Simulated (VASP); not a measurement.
Write the native input for VASP 6.6.1 that does the following.

```yaml
Task: single point
Functional: revPBE
Dispersion: D3(BJ)
Potentials_or_basis: VASP PAW PBE potentials, release 64 (Tb_3), 4f in core
Cutoff: 520 eV
k_mesh: 9 × 9 × 9
Occupations: tetrahedron
Spin: collinear spin, ferromagnetic start
Starting_moments: "[6.0] μB"
Dipole_correction: no
Further_INCAR_settings: ALGO = Normal; EDIFF = 1e-06; NBANDS = 14
```

The structure of Tb lies in POSCAR:

```
Tb
1.0
   -1.9689680785      1.9689680785      1.9689680785
    1.9689680785     -1.9689680785      1.9689680785
    1.9689680785      1.9689680785     -1.9689680785
Tb
1
Direct
    0.0000000000      0.0000000000      0.0000000000
```

One way to write it, as run:

INCAR

```
ALGO = Normal
EDIFF = 1E-6
ENCUT = 520
GGA = RE
ISIF = 2
ISMEAR = -5
ISPIN = 2
IVDW = 12
LASPH = True
LCHARG = False
LMAXMIX = 6
LORBIT = 11
LREAL = False
LWAVE = False
MAGMOM = 6
NBANDS = 14
NELM = 150
PREC = Accurate
SIGMA = 0.05
```

KPOINTS

```
k-points
0
Gamma
  9 9 9
```

Potentials or basis: VASP PAW PBE potentials, release 64 (Tb_3), 4f in core.

Run with:

```bash
$ cat potpaw_PBE.64/Tb_3/POTCAR > POTCAR
$ mpirun -np 1 vasp_std > vasp.out
```

It gave:

The pressure is 0.4 GPa and the net moment is 0.38 μB per cell. The site moments are Tb +0.28 μB, the valence electrons inside the program's atomic spheres are Tb 7.88 and the dispersion energy per atom is -0.637 eV.

Caveat: the magnetic or orbital state may not be the lowest; the PAW data sets were made with another functional, which shifts forces and pressure a little; pairwise dispersion overbinds metals, which lowers pressure and volume; tetrahedron occupations give inexact forces and stress in metals.

Wall time 49 s on 1 thread of Intel(R) Xeon(R) Platinum 8488C (Sapphire Rapids), with other jobs on the host, peak memory 0.2 GiB.
